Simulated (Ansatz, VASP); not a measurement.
# Two plane-wave programs on Ru

File INCAR:

```
SYSTEM = Ru
PREC = Accurate
ENCUT = 520
EDIFF = 1E-6
ISMEAR = -1
SIGMA = 0.1
LREAL = .False.
LASPH = .True.
NELM = 60
ALGO = Normal
ISIF = 2
LWAVE = .False.
LCHARG = .False.
GGA = PE
NBANDS = 21
```

Contents of KPOINTS:

```
regular mesh
0
Gamma
  14 14 8
  0 0 0
```

POSCAR

```
Ru
1.0
    2.7235595794      0.0000000000      0.0000000000
   -1.3617797897      2.3586717845      0.0000000000
    0.0000000000      0.0000000000      4.2890849607
Ru
2
Direct
    0.3333333333      0.6666666667      0.2500000000
    0.6666666667      0.3333333333      0.7500000000
```

Input for Ansatz:

```yaml
crystal:
  lattice:
    - [2.7235595794, 0.0, 0.0]
    - [-1.3617797897, 2.3586717845, 0.0]
    - [0.0, 0.0, 4.2890849607]
  atoms:
    - { symbol: Ru, position: [0.3333333333, 0.6666666667, 0.25] }
    - { symbol: Ru, position: [0.6666666667, 0.3333333333, 0.75] }
hamiltonian:
  xc: pbe
  pseudopotentials:
    kind: paw
    azcp:
      Ru: "pseudopotentials/Ru.paw.azcp"
basis:
  ecutwfc: 420
  fft_grid_basis: typed
kpoints:
  mp_grid: { grid: [14, 14, 8], shift: [0, 0, 0] }
magnetization:
  spin_polarized: false
scf:
  occupations: { method: fermi_dirac, width: 0.1 }
  lower_state_search: "off"
output:
  stress: true
  write_density: true
  write_potential: true
  elf: true
  volumetric_format: npy
```

Alike in both runs: task single point; functional PBE; k mesh 14 × 14 × 8; occupations fermi-dirac, width 0.1 eV; no spin polarisation.

```csv
,VASP,Ansatz
version,VASP 6.6.1,Ansatz 0.2.0
potentials or method,"VASP PAW PBE potentials, release 64 (Ru_pv), cutoff 520 eV","plane waves (420 eV) with PAW, scalar-relativistic"
valence electrons in the cell,28,32
```

|  | VASP | Ansatz | Ansatz less VASP |
| --- | --- | --- | --- |
| pressure (GPa) | 0.0 | 0.1 | +0.10 |
| traceless stress, the component that is largest in VASP (GPa) | 0.50 | 0.49 | -0.013 |

VASP's potentials hold 28 valence electrons a cell and Ansatz's 32, so a difference there can come from the potentials and not from the codes.
